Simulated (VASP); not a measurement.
# GaSb (F-43m) in VASP: single point with PBE

Aim: the single point of GaSb with PBE.

Program: VASP 6.6.1. These are calculated values, not measurements. Logs are shortened: lines on timing, memory, paths and dates and some standing lists are left out, and cuts for length are marked.

### 1 The cell of the first run

Symmetry: F-43m, No. 216, cubic system. Conventional cell: a = 6.118 Å, b = 6.118 Å, c = 6.118 Å, α = 90.00°, β = 90.00°, γ = 90.00°. Ga (site symmetry -43m) has 4 Sb at 2.65 Å within 3.5 Å. Sb (site symmetry -43m) has 4 Ga at 2.65 Å within 3.5 Å.

### 2 Single point, PBE

Input file INCAR:

```
SYSTEM = GaSb
PREC = Accurate
ENCUT = 520
EDIFF = 1E-7
ISMEAR = 0
SIGMA = 0.05
LREAL = Auto
LASPH = .True.
NELM = 80
ALGO = Normal
ISIF = 2
LWAVE = .False.
LCHARG = .False.
GGA = PE
NBANDS = 276
```

Input file KPOINTS:

```
regular mesh
0
Gamma
  1 1 1
  0 0 0
```

Input file POSCAR:

```
GaSb
1.0
    0.0000000000      9.1770000000      9.1770000000
    9.1770000000      0.0000000000      9.1770000000
    9.1770000000      9.1770000000      0.0000000000
Ga Sb
27 27
Direct
    0.0000000000      0.0000000000      0.0000000000
    0.0000000000      0.0000000000      0.3333330000
    0.0000000000      0.0000000000      0.6666670000
    0.0000000000      0.3333330000      0.0000000000
    0.0000000000      0.3333330000      0.3333330000
    0.0000000000      0.3333330000      0.6666670000
    0.0000000000      0.6666670000      0.0000000000
    0.0000000000      0.6666670000      0.3333330000
    0.0000000000      0.6666670000      0.6666670000
    0.3333330000      0.0000000000      0.0000000000
    0.3333330000      0.0000000000      0.3333330000
    0.3333330000      0.0000000000      0.6666670000
    0.3333330000      0.3333330000      0.0000000000
    0.3333330000      0.3333330000      0.3333330000
    0.3333330000      0.3333330000      0.6666670000
    0.3333330000      0.6666670000      0.0000000000
    0.3333330000      0.6666670000      0.3333330000
    0.3333330000      0.6666670000      0.6666670000
    0.6666670000      0.0000000000      0.0000000000
    0.6666670000      0.0000000000      0.3333330000
    0.6666670000      0.0000000000      0.6666670000
    0.6666670000      0.3333330000      0.0000000000
    0.6666670000      0.3333330000      0.3333330000
    0.6666670000      0.3333330000      0.6666670000
    0.6666670000      0.6666670000      0.0000000000
    0.6666670000      0.6666670000      0.3333330000
    0.6666670000      0.6666670000      0.6666670000
    0.0833330000      0.0833330000      0.0833330000
    0.0833330000      0.0833330000      0.4166670000
    0.0833330000      0.0833330000      0.7500000000
    0.0833330000      0.4166670000      0.0833330000
    0.0833330000      0.4166670000      0.4166670000
    0.0833330000      0.4166670000      0.7500000000
    0.0833330000      0.7500000000      0.0833330000
    0.0833330000      0.7500000000      0.4166670000
    0.0833330000      0.7500000000      0.7500000000
    0.4166670000      0.0833330000      0.0833330000
    0.4166670000      0.0833330000      0.4166670000
    0.4166670000      0.0833330000      0.7500000000
    0.4166670000      0.4166670000      0.0833330000
    0.4166670000      0.4166670000      0.4166670000
    0.4166670000      0.4166670000      0.7500000000
    0.4166670000      0.7500000000      0.0833330000
    0.4166670000      0.7500000000      0.4166670000
    0.4166670000      0.7500000000      0.7500000000
    0.7500000000      0.0833330000      0.0833330000
    0.7500000000      0.0833330000      0.4166670000
    0.7500000000      0.0833330000      0.7500000000
    0.7500000000      0.4166670000      0.0833330000
    0.7500000000      0.4166670000      0.4166670000
    0.7500000000      0.4166670000      0.7500000000
    0.7500000000      0.7500000000      0.0833330000
    0.7500000000      0.7500000000      0.4166670000
    0.7500000000      0.7500000000      0.7500000000
```

Potentials or basis: VASP PAW PBE potentials, release 64 (Ga_d, Sb).

Started as:

```
$ cat potpaw_PBE.64/Ga_d/POTCAR potpaw_PBE.64/Sb/POTCAR > POTCAR
$ mpirun -np 1 vasp_gam > vasp.out
```

OUTCAR:

```text
SYSTEM = GaSb
   PREC = Accurate
   ENCUT = 520
   EDIFF = 1E-7
   ISMEAR = 0
   LREAL = Auto
   LASPH = .True.
   NELM = 80
   ISIF = 2
   GGA = PE

 ion  position               nearest neighbor table
   1  0.000  0.000  0.000-  28 2.65  30 2.65  34 2.65  46 2.65
   2  0.000  0.000  0.333-  29 2.65  35 2.65  47 2.65  28 2.65
   3  0.000  0.000  0.667-  30 2.65  29 2.65  36 2.65  48 2.65
   4  0.000  0.333  0.000-  31 2.65  33 2.65  49 2.65  28 2.65
   5  0.000  0.333  0.333-  29 2.65  31 2.65  50 2.65  32 2.65
   6  0.000  0.333  0.667-  32 2.65  33 2.65  51 2.65  30 2.65
[... 46 lines left out ...]
  53  0.750  0.750  0.417-   8 2.65  20 2.65  26 2.65  27 2.65
  54  0.750  0.750  0.750-  27 2.65  21 2.65  25 2.65   9 2.65

  LATTYP: Found a face centered cubic cell.
 ALAT       =    18.3540000000

  Lattice vectors:

 A1 = (   0.0000000000,   9.1770000000,   9.1770000000)
 A2 = (   9.1770000000,   0.0000000000,   9.1770000000)
 A3 = (   9.1770000000,   9.1770000000,   0.0000000000)

Analysis of symmetry for initial positions (statically):
=====================================================================
 Subroutine PRICEL returns following result:

  LATTYP: Found a face centered cubic cell.
 ALAT       =     6.1179938820

  Lattice vectors:

 A1 = (   0.0000000000,   3.0589969410,   3.0589969410)
 A2 = (   3.0589969410,   0.0000000000,   3.0589969410)
 A3 = (   3.0589969410,   3.0589969410,   0.0000000000)

  27 primitive cells build up your supercell.

 Routine SETGRP: Setting up the symmetry group for a
 face centered cubic supercell.

 Subroutine GETGRP returns: Found 24 space group operations
 (whereof 24 operations were pure point group operations)
 out of a pool of 48 trial point group operations.

The static configuration has the point symmetry T_d .

Analysis of symmetry for dynamics (positions and initial velocities):
=====================================================================
 Subroutine PRICEL returns following result:

  LATTYP: Found a face centered cubic cell.
 ALAT       =     6.1179938820

  Lattice vectors:

 A1 = (   0.0000000000,   3.0589969410,   3.0589969410)
 A2 = (   3.0589969410,   0.0000000000,   3.0589969410)
 A3 = (   3.0589969410,   3.0589969410,   0.0000000000)

  27 primitive cells build up your supercell.

 Routine SETGRP: Setting up the symmetry group for a
 face centered cubic supercell.

 Subroutine GETGRP returns: Found 24 space group operations
 (whereof 24 operations were pure point group operations)
 out of a pool of 48 trial point group operations.

The dynamic configuration has the point symmetry T_d .

 Subroutine INISYM returns: Found 24 space group operations
 (whereof 24 operations are pure point group operations),
 and found    27 'primitive' translations

----------------------------------------------------------------------------------------

                                     Primitive cell

  volume of cell :      57.2489

  direct lattice vectors                    reciprocal lattice vectors
     0.000000000  3.058996941  3.058996941    -0.163452272  0.163452272  0.163452272
     3.058996941  0.000000000  3.058996941     0.163452272 -0.163452272  0.163452272
     3.058996941  3.058996941  0.000000000     0.163452272  0.163452272 -0.163452272

  length of vectors
     4.326074961  4.326074961  4.326074961     0.283107640  0.283107640  0.283107640

  position of ions in fractional coordinates (direct lattice)
     0.000000000  0.000000000  0.000000000
     0.249999250  0.249999250  0.249999250

  ion indices of the primitive-cell ions
   primitive index   ion index
                 1           1
                 2          28

----------------------------------------------------------------------------------------

 KPOINTS: regular mesh

Automatic generation of k-mesh.
 Grid dimensions read from file:
 generate k-points for:    1    1    1

 Generating k-lattice:

  Cartesian coordinates                     Fractional coordinates (reciprocal lattice)
    -0.054484036  0.054484036  0.054484036     1.000000000  0.000000000  0.000000000
     0.054484036 -0.054484036  0.054484036     0.000000000  1.000000000  0.000000000
     0.054484036  0.054484036 -0.054484036     0.000000000  0.000000000  1.000000000

  Length of vectors
     0.094369119  0.094369119  0.094369119

  Shift w.r.t. Gamma in fractional coordinates (k-lattice)
     0.000000000  0.000000000  0.000000000

 Subroutine IBZKPT returns following result:
 ===========================================

 Found      1 irreducible k-points:

 Following reciprocal coordinates:
            Coordinates               Weight
  0.000000  0.000000  0.000000      1.000000
   k-points           NKPTS =      1   k-points in BZ     NKDIM =      1   number of bands    NBANDS=    276
   number of dos      NEDOS =    301   number of ions     NIONS =     54
   total plane-waves  NPLWV = 941192
   dimension x,y,z NGX =    98 NGY =   98 NGZ =   98
   dimension x,y,z NGXF=   196 NGYF=  196 NGZF=  196
   ions per type =              27  27
   NGX,Y,Z   is equivalent  to a cutoff of  12.55, 12.55, 12.55 a.u.
   NGXF,Y,Z  is equivalent  to a cutoff of  25.11, 25.11, 25.11 a.u.
 SYSTEM =  GaSb
   PREC   = accura    normal or accurate (medium, high low for compatibility)
   ISTART =      0    job   : 0-new  1-cont  2-samecut
   ICHARG =      2    charge: 1-file 2-atom 10-const
   ISPIN  =      1    spin polarized calculation?
   LNONCOLLINEAR =      F non collinear calculations
   LSORBIT =      F    spin-orbit coupling
   LASPH  =      T    aspherical Exc in radial PAW
   ENCUT  =  520.0 eV  38.22 Ry    6.18 a.u.  24.13 24.13 24.13*2*pi/ulx,y,z
   NELM   =     80;   NELMIN=  2; NELMDL= -5     # of ELM steps
   EDIFF  = 0.1E-06   stopping-criterion for ELM
   LREAL  =      T    real-space projection
   EDIFFG = 0.1E-05   stopping-criterion for IOM
   NSW    =      0    number of steps for IOM
   IBRION =     -1    ionic relax: 0-MD 1-quasi-New 2-CG
   NFREE  =      0    steps in history (QN), initial steepest desc. (CG)
   ISIF   =      2    stress and relaxation
   ISYM   =      2    0-nonsym 1-usesym 2-fastsym
   POTIM  = 0.5000    time-step for ionic-motion
   TEBEG  =    0.0;   TEEND  =   0.0 temperature during run
   PSTRESS=    0.0 pullay stress
   NELECT =     486.0000    total number of electrons
   NUPDOWN=      -1.0000    fix difference up-down
   EMIN   =  10.00;   EMAX   =-10.00  energy-range for DOS
   EFERMI =   0.00;   METHOD = LEGACY
   ISMEAR =     0;   SIGMA  =   0.05  broadening in eV -4-tet -1-fermi 0-gaus
   EFERMI_NEDOS =   21; number of points for ismear=-14 and -15
   IALGO  =     38    algorithm
   IMIX   =      4    mixing-type and parameters
     AMIX     =   0.40;   BMIX     =  1.00
     AMIX_MAG =   1.60;   BMIX_MAG =  1.00
  volume/ion in A,a.u.               =      28.62       193.17
  Fermi-wavevector in a.u.,A,eV,Ry     =   1.113208  2.103657 16.860766  1.239231
  Thomas-Fermi vector in A             =   2.249790
   LORBIT       =      0    0 simple, 1 ext, 2 COOP (PROOUT), +10 PAW based schemes
   GGA     = PE    functional components
   LHFCALC =     F    Hartree Fock is set to
   AEXX    =    0.0000 exact exchange contribution
   IVDW    =     0    specifies the selected vdW correction
   LEPSILON=     F    determine dielectric tensor
   LRPA    =     F    only Hartree local field effects (RPA)
 non-spin polarized calculation
 Gauss-broadening in eV      SIGMA  =   0.05
  energy-cutoff  :      520.00
  volume of cell :     1545.72
 maximum number of plane-waves:     20828
 NGX is ok and might be reduce to    98
   NGX = 49   NGY = 49   NGZ = 49

 number of electron     486.0000012 magnetization

 Free energy of the ion-electron system (eV)
  ---------------------------------------------------
  ext. energy  EPLUGINS =         0.00000000
  ---------------------------------------------------
  free energy    TOTEN  =      -182.23502728 eV

  energy without entropy =     -182.15081007  energy(sigma->0) =     -182.19291868

 E-fermi :   4.9990     XC(G=0):  -9.0140

 val. band max:        4.9947051567   @ k =   0.0000   0.0000   0.0000
 cond. band min:       5.5397598254   @ k =   0.0000   0.0000   0.0000
 fundamental gap:      0.5450546687
 Fermi energy:         4.9990237867

 k-point     1 :       0.0000    0.0000    0.0000
  band No.  band energies     occupation
      1     -10.1624      2.00000
      2     -10.1624      2.00000
      3     -10.1624      2.00000
      4     -10.1624      2.00000
      5     -10.1624      2.00000
      6     -10.1624      2.00000
[... 247 lines left out ...]
    254       5.9058      0.00000
    255       5.9058      0.00000
 [bands above 255 left out]

------------------------ aborting loop because EDIFF is reached ----------------------------------------

  FORCE on cell =-STRESS in cart. coord.  units (eV):
  Direction    XX          YY          ZZ          XY          YZ          ZX
  --------------------------------------------------------------------------------------
  -------------------------------------------------------------------------------------
  Total       39.9130837     39.9130837     39.9130837     -0.0000000     -0.0000000     -0.0000000
  in kB       41.3707767     41.3707767     41.3707767     -0.0000000     -0.0000000     -0.0000000
  external PRESSURE =      41.3707767 kB  Pullay stress =       0.0000000 kB

 VOLUME and BASIS-vectors are now :
 -----------------------------------------------------------------------------
  energy-cutoff  :      520.00
  volume of cell :     1545.72
      direct lattice vectors                 reciprocal lattice vectors
     0.000000000  9.177000000  9.177000000    -0.054484036  0.054484036  0.054484036
     9.177000000  0.000000000  9.177000000     0.054484036 -0.054484036  0.054484036
     9.177000000  9.177000000  0.000000000     0.054484036  0.054484036 -0.054484036

 POSITION                                       TOTAL-FORCE (eV/Angst)
 -----------------------------------------------------------------------------------
      0.00000      0.00000      0.00000         0.000000      0.000000     -0.000000
      3.05900      3.05900      0.00000        -0.000000      0.000000      0.000000
      6.11800      6.11800      0.00000         0.000000      0.000000     -0.000000
      3.05900      0.00000      3.05900        -0.000000      0.000000     -0.000000
      6.11799      3.05900      3.05900         0.000000     -0.000000      0.000000
      9.17700      6.11800      3.05900        -0.000000      0.000000     -0.000000
[... 46 lines left out ...]
     10.70650     10.70650     13.76550        -0.000000     -0.000000      0.000000
     13.76550     13.76550     13.76550        -0.000000      0.000000     -0.000000
 -----------------------------------------------------------------------------------
    total drift:                                0.000065      0.000065      0.000065

  FREE ENERGIE OF THE ION-ELECTRON SYSTEM (eV)
  ---------------------------------------------------
  free  energy   TOTEN  =      -182.2350272837 eV

  energy  without entropy=     -182.1508100727  energy(sigma->0) =     -182.19291868
```

It took 14 min on 1 thread of Oxide Virtual Turin-like, shared host; peak memory 1.6 GiB.

Results:

```yaml
Free_energy: -182.2350 eV
Pressure: 4.1 GPa
```

Levels at points of the mesh, in eV from the Fermi level:
```tsv
k point	band 242	band 243	band 244	band 245	band 246	band 247
(0.00, 0.00, 0.00)	-0.03	-0.03	0.00	0.54	0.54	0.54
```

Caveat: the k points lie up to 0.59 Å⁻¹ apart; spin-orbit coupling is left out, which moves the levels of the heavy elements.
